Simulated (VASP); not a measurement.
A run of VASP 6.6.1:

Contents of INCAR:

```
  ALGO = Normal
  EDIFF = 1E-6
  ENCUT = 520
  GGA = PE
  GGA_COMPAT = F
  ISIF = 2
  ISMEAR = -1
  IVDW = 12
  LASPH = T
  LCHARG = F
  LREAL = Auto
  LWAVE = F
  NBANDS = 58
  NELM = 120
  PREC = Accurate
  SIGMA = 0.02
```

KPOINTS

```
k-points
0
Gamma
  1 1 1
```

File POSCAR:

```
Si5H32C3
1.0
    8.6579470000      0.0000000000      0.0000000000
    0.0000000000      8.6579470000      0.0000000000
    0.0000000000      0.0000000000      8.6579470000
C H Si
3 32 5
Direct
    0.4187828824     -0.0557637971     -0.0356782041
    0.8582635121      0.7775284372      0.7108844626
    0.6848043768      0.2982346739     -0.0231348148
    0.4945976223     -0.1541242976     -0.0289214060
    0.2964444111     -0.0831721423     -0.0104643745
    0.4286813029      0.0029106207     -0.1482799560
    0.4537796316      0.0069069492      0.0711600568
    0.8210260469      0.8666950722      0.7942991566
    0.9392642390      0.6954882029      0.7616470741
    0.9161640745      0.8286144510      0.6049124579
    0.7486185813      0.7247330112      0.6821825082
    0.7362484432      0.2524963482      0.0827101390
    0.6306460411      0.4105014734      0.0171980725
    0.6016553347      0.2252266040     -0.0830450914
    0.7701710348      0.3383712097     -0.1096449308
    0.5336600005      0.3259433212      0.5558823587
    0.6340764156      0.0604184803      0.6177792495
    0.5646257710      0.1474945504      0.3475419750
    0.7829569758      0.2443535402      0.4525553229
    0.9331773456      0.7503857439      0.0907489963
    0.8369651604      0.6643029808      0.3467565694
    0.6823211091      0.6565990760      0.1096102806
    0.9069933092      0.4755861869      0.1269700542
    0.3199026282      0.6661740942      0.2144041769
    0.4907398948      0.7721229987      0.4071403995
    0.3593346090      0.5505577708      0.4843180491
    0.5513316263      0.5204467064      0.2873429463
    0.2816603058      0.1803891846      0.2712767819
    0.0788639616      0.1017908749      0.1056370523
    0.1523340348     -0.0648075115      0.3260934723
    0.0201548935      0.1811168398      0.3659990065
    0.1423778639      0.4760712903      0.7688889756
    0.1890863966      0.3974845307      1.0481353143
    0.3541139718      0.3090109006      0.8283718993
    0.3539522707      0.5827247499      0.8988967015
    0.6264418112      0.1895021995      0.4980972972
    0.8370460110      0.6341803663      0.1745910434
    0.4271335918      0.6199506650      0.3447584052
    0.1338308031      0.1044242937      0.2638616291
    0.2613321611      0.4404046363      0.8898067868
```

Potentials or basis: VASP PAW PBE potentials, release 64 (C, H, Si).

Launch:

```console
$ cat potpaw_PBE.64/C/POTCAR potpaw_PBE.64/H/POTCAR potpaw_PBE.64/Si/POTCAR > POTCAR
$ mpirun -np 1 vasp_gam > vasp.out
```

Hardware: 1 thread of Intel(R) Xeon(R) 6975P-C (Granite Rapids), with other jobs on the host.

Estimate the wall time of this run.

Wall time 44 s on 1 thread of Intel(R) Xeon(R) 6975P-C (Granite Rapids) (shared host), peak memory 0.51 GiB. Counts: scf iterations 16, k points 1.
